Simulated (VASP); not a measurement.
# MoS2 in VASP: a series of runs, part 2 of 2

VASP 6.6.1.

### Step 4. Single point, r2SCAN

This run uses another cell than the first one, of 50.73 Å³/atom, 1.063 times its volume.

File POSCAR:

```
MoS2
1.0
    3.1841260000      0.0000000000      0.0000000000
   -1.5920630000      2.7575340000      0.0000000000
    0.0000000000      0.0000000000     17.3346000000
Mo S
1 2
Direct
    0.0000000000      0.0000000000      0.0000000000
    0.3333333333      0.6666666667      0.0894930000
    0.3333333333      0.6666666667      0.9105070000
```

File INCAR.step1:

```
SYSTEM = MoS2
PREC = Accurate
ENCUT = 520
ISMEAR = 1
SIGMA = 0.1
LREAL = .False.
LASPH = .True.
NELM = 80
NBANDS = 20
GGA = PE
ALGO = Normal
EDIFF = 1E-4
LWAVE = .True.
LCHARG = .False.
```

File INCAR.step2:

```
SYSTEM = MoS2
PREC = Accurate
ENCUT = 520
EDIFF = 1E-7
ISMEAR = 1
SIGMA = 0.1
LREAL = .False.
LASPH = .True.
NELM = 80
ALGO = Normal
ISIF = 2
LWAVE = .False.
LCHARG = .False.
METAGGA = R2SCAN
LMIXTAU = .True.
NBANDS = 20
ISTART = 1
```

File KPOINTS:

```
Automatic mesh
0
Gamma
  12 12 2
  0 0 0
```

Potentials or basis: VASP PAW PBE potentials, release 64 (Mo_sv, S).

Command:

```bash
$ cat potpaw_PBE.64/Mo_sv/POTCAR potpaw_PBE.64/S/POTCAR > POTCAR
$ cp INCAR.step1 INCAR
$ mpirun -np 1 vasp_std > vasp.out
$ cp INCAR.step2 INCAR
$ mpirun -np 1 vasp_std > vasp.out
```

OUTCAR:

```text
SYSTEM = MoS2
   PREC = Accurate
   ENCUT = 520
   EDIFF = 1E-7
   ISMEAR = 1
   LREAL = .False.
   LASPH = .True.
   NELM = 80
   ISIF = 2
   METAGGA = R2SCAN
   ISTART = 1

 ion  position               nearest neighbor table
   1  0.000  0.000  0.000-   2 2.41   3 2.41   2 2.41   3 2.41   2 2.41   3 2.41
   2  0.333  0.667  0.089-   1 2.41   1 2.41   1 2.41
   3  0.333  0.667  0.911-   1 2.41   1 2.41   1 2.41

  LATTYP: Found a hexagonal cell.
 ALAT       =     3.1841260000
 C/A-ratio  =     5.4440684822

  Lattice vectors:

 A1 = (   3.1841260000,   0.0000000000,   0.0000000000)
 A2 = (  -1.5920630000,   2.7575340000,   0.0000000000)
 A3 = (   0.0000000000,   0.0000000000,  17.3346000000)

Analysis of symmetry for initial positions (statically):
=====================================================================
 Subroutine PRICEL returns:
 Original cell was already a primitive cell.

 Routine SETGRP: Setting up the symmetry group for a
 hexagonal supercell.

 Subroutine GETGRP returns: Found 12 space group operations
 (whereof 12 operations were pure point group operations)
 out of a pool of 24 trial point group operations.

The static configuration has the point symmetry D_3h.

Analysis of symmetry for dynamics (positions and initial velocities):
=====================================================================
 Subroutine PRICEL returns:
 Original cell was already a primitive cell.

 Routine SETGRP: Setting up the symmetry group for a
 hexagonal supercell.

 Subroutine GETGRP returns: Found 12 space group operations
 (whereof 12 operations were pure point group operations)
 out of a pool of 24 trial point group operations.

[... 115 lines left out ...]
   EMIN   =  10.00;   EMAX   =-10.00  energy-range for DOS
   EFERMI =   0.00;   METHOD = LEGACY
   ISMEAR =     1;   SIGMA  =   0.10  broadening in eV -4-tet -1-fermi 0-gaus
   EFERMI_NEDOS =   21; number of points for ismear=-14 and -15
   IALGO  =     38    algorithm
   IMIX   =      4    mixing-type and parameters
     AMIX     =   0.40;   BMIX     =  1.00
     AMIX_MAG =   1.60;   BMIX_MAG =  1.00
  volume/ion in A,a.u.               =      50.73       342.37
  Fermi-wavevector in a.u.,A,eV,Ry     =   0.908359  1.716550 11.226391  0.825116
  Thomas-Fermi vector in A             =   2.032276
   LORBIT       =      0    0 simple, 1 ext, 2 COOP (PROOUT), +10 PAW based schemes
   METAGGA = R2SCAN    functional components
   LHFCALC =     F    Hartree Fock is set to
   AEXX    =    0.0000 exact exchange contribution
   IVDW    =     0    specifies the selected vdW correction
   LEPSILON=     F    determine dielectric tensor
   LRPA    =     F    only Hartree local field effects (RPA)
 non-spin polarized calculation
 Methfessel and Paxton  Order N= 1 SIGMA  =   0.10
  energy-cutoff  :      520.00
  volume of cell :      152.20
 maximum number of plane-waves:      4126
 NGX is ok and might be reduce to    24
   NGX = 11   NGY = 11   NGZ = 65

 number of electron      25.9999999 magnetization

 Free energy of the ion-electron system (eV)
  ---------------------------------------------------
  ext. energy  EPLUGINS =         0.00000000
  ---------------------------------------------------
  free energy    TOTEN  =       -45.00095421 eV

  energy without entropy =      -45.00143458  energy(sigma->0) =      -45.00111433

 E-fermi :  -1.5263     XC(G=0):  -4.4387

 val. band max:       -1.5629852134   @ k =   0.0000   0.0000   0.0000
 cond. band min:       0.1184812391   @ k =   0.3333   0.3333   0.0000
 fundamental gap:      1.6814664526
 Fermi energy:        -1.5262856546

 k-point     1 :       0.0000    0.0000    0.0000
  band No.  band energies     occupation
      1     -64.4306      2.00000
      2     -37.8433      2.00000
      3     -37.6347      2.00000
      4     -37.6346      2.00000
      5     -16.4074      2.00000
      6     -15.0013      2.00000
[... 541 lines left out ...]
     19       6.4400      0.00000
     20       6.8485      0.00000

 [... further k-points ...]

------------------------ aborting loop because EDIFF is reached ----------------------------------------

  FORCE on cell =-STRESS in cart. coord.  units (eV):
  Direction    XX          YY          ZZ          XY          YZ          ZX
  --------------------------------------------------------------------------------------
  -------------------------------------------------------------------------------------
  Total        0.0304030      0.0304030      0.0411321      0.0000000      0.0000000      0.0000000
  in kB        0.3200387      0.3200387      0.4329787      0.0000000      0.0000000      0.0000000
  external PRESSURE =       0.3576854 kB  Pullay stress =       0.0000000 kB

 VOLUME and BASIS-vectors are now :
 -----------------------------------------------------------------------------
  energy-cutoff  :      520.00
  volume of cell :      152.20
      direct lattice vectors                 reciprocal lattice vectors
     3.184126000  0.000000000  0.000000000     0.314057924  0.181321427  0.000000000
    -1.592063000  2.757534000  0.000000000     0.000000000  0.362642854  0.000000000
     0.000000000  0.000000000 17.334600000     0.000000000  0.000000000  0.057688092

 POSITION                                       TOTAL-FORCE (eV/Angst)
 -----------------------------------------------------------------------------------
      0.00000      0.00000      0.00000         0.000000     -0.000000      0.000000
     -0.00000      1.83836      1.55133         0.000000      0.000000      0.018625
     -0.00000      1.83836     15.78327        -0.000000      0.000000     -0.018625
 -----------------------------------------------------------------------------------
    total drift:                               -0.000000      0.000000     -0.000000

  FREE ENERGIE OF THE ION-ELECTRON SYSTEM (eV)
  ---------------------------------------------------
  free  energy   TOTEN  =       -45.0009542118 eV

  energy  without entropy=      -45.0014345804  energy(sigma->0) =      -45.00111433
```

OSZICAR.step1:

```text
N       E                     dE             d eps       ncg     rms          rms(c)
DAV:   1     0.164682316927E+03    0.16468E+03   -0.12282E+04  1920   0.108E+03
DAV:   2    -0.121484875454E+02   -0.17683E+03   -0.17309E+03  2032   0.256E+02
DAV:   3    -0.231778213682E+02   -0.11029E+02   -0.10924E+02  1960   0.562E+01
DAV:   4    -0.233619070679E+02   -0.18409E+00   -0.18380E+00  1984   0.777E+00
DAV:   5    -0.233656982432E+02   -0.37912E-02   -0.37908E-02  1976   0.109E+00    0.239E+01
DAV:   6    -0.222538143033E+02    0.11119E+01   -0.11528E+01  1636   0.199E+01    0.891E+00
DAV:   7    -0.220508049943E+02    0.20301E+00   -0.53376E+00  1664   0.129E+01    0.596E+00
DAV:   8    -0.218541923588E+02    0.19661E+00   -0.10409E+00  1792   0.600E+00    0.155E+00
DAV:   9    -0.218539584818E+02    0.23388E-03   -0.35211E-02  1944   0.114E+00    0.780E-01
DAV:  10    -0.218506157303E+02    0.33428E-02   -0.15536E-02  1856   0.777E-01    0.143E-01
DAV:  11    -0.218502678620E+02    0.34787E-03   -0.72541E-04  1884   0.174E-01    0.662E-02
DAV:  12    -0.218501555356E+02    0.11233E-03   -0.15290E-04  1520   0.697E-02    0.266E-02
DAV:  13    -0.218500620907E+02    0.93445E-04   -0.19126E-04  1544   0.599E-02
   1 F= -.21850062E+02 E0= -.21850219E+02  d E =0.469766E-03
```

Run time: 11 min. Hardware: 1 thread of Intel Xeon 6975P-C, shared host; peak memory 0.36 GiB.

What came out:

| Property | Result |
| --- | --- |
| Free energy | -45.0010 eV |
| Largest force | 0.019 eV/Å |
| Band gap on the k mesh | 1.68 eV, indirect (least direct gap 1.77 eV) |

Forces on the atoms (eV/Å):
```
Mo   0.000  0.000  0.000
S    0.000  0.000  0.019
S    0.000  0.000 -0.019
```

Caveat: the PAW data sets were made with another functional, which shifts forces and pressure a little.

### Step 5. The runs side by side

```tsv
cell	gap on the mesh (eV)	largest force (eV/Å)
a = 3.089, b = 3.089, c = 17.335 Å, angles 90.0, 90.0, 120.0°, 3 atoms	2.10	0.70
a = 3.136, b = 3.136, c = 17.335 Å, angles 90.0, 90.0, 120.0°, 3 atoms	1.93	0.35
a = 3.184, b = 3.184, c = 17.335 Å, angles 90.0, 90.0, 120.0°, 3 atoms	1.68	0.02
```

Alike in all rows: task single point; level r2SCAN; potentials or basis VASP PAW PBE potentials, release 64 (Mo_sv, S); no spin polarisation; k mesh 12 × 12 × 2; cutoff (eV) 520; smearing methfessel-paxton 0.1 eV.

Caveats: the PAW data sets were made with another functional, which shifts forces and pressure a little.

Total energies depend on the potentials used, so only differences within one code and one set of settings carry meaning.
